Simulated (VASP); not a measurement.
Write the native input for VASP 6.6.1 that does the following.

```
Task                   : single point
Functional             : r2SCAN
Potentials or basis    : VASP PAW PBE potentials, release 64 (Ce)
Cutoff                 : 520 eV
k mesh                 : 12 × 12 × 12
Occupations            : fermi-dirac, width 0.6 eV
Spin                   : no spin polarisation
Dipole correction      : no
Further INCAR settings : ALGO = Normal; EDIFF = 1e-07; NBANDS = 12
```

Crystal: Ce.

```xyz
1
Lattice="0.0000 2.3390 2.3390 2.3390 0.0000 2.3390 2.3390 2.3390 0.0000" Properties=species:S:1:pos:R:3 pbc="T T T"
Ce    0.0000    0.0000    0.0000
```

These files were run (other wordings do the same):

POSCAR

```
Ce
1.0
    0.0000000000      2.3390384114      2.3390384114
    2.3390384114      0.0000000000      2.3390384114
    2.3390384114      2.3390384114      0.0000000000
Ce
1
Direct
    0.0000000000      0.0000000000      0.0000000000
```

INCAR.step1

```
PREC = Accurate
ENCUT = 520
ISMEAR = -1
SIGMA = 0.6
LREAL = False
LASPH = True
NELM = 80
NBANDS = 12
GGA = PE
ALGO = Normal
EDIFF = 1E-4
LWAVE = True
LCHARG = False
```

INCAR.step2

```
PREC = Accurate
ENCUT = 520
EDIFF = 1E-7
ISMEAR = -1
SIGMA = 0.6
LREAL = False
LASPH = True
NELM = 80
ALGO = Normal
ISIF = 2
LWAVE = False
LCHARG = True
METAGGA = R2SCAN
LMIXTAU = True
LELF = True
LVHAR = True
NBANDS = 12
ISTART = 1
```

KPOINTS

```
regular mesh
0
Gamma
  12 12 12
```

Potentials or basis: VASP PAW PBE potentials, release 64 (Ce).

Command:

```sh
$ cat potpaw_PBE.64/Ce/POTCAR > POTCAR
$ cp INCAR.step1 INCAR
$ mpirun -np 1 vasp_std > vasp.out
$ cp INCAR.step2 INCAR
$ mpirun -np 1 vasp_std > vasp.out
```

Results of the run:

```yaml
Pressure: 9.8 GPa
Band_gap_on_the_k_mesh: zero (band 6 reaches 10.81 eV, above the bottom of band 7 at 10.14 eV)
```

Caveat: the PAW data sets were made with another functional, which shifts forces and pressure a little; spin-orbit coupling is left out, which moves the levels of the heavy elements.

Wall time 4 min on 1 thread of Intel(R) Xeon(R) Platinum 8259CL CPU @ 2.50GHz (Skylake/Cascade Lake) (shared host), peak memory 0.2 GiB.
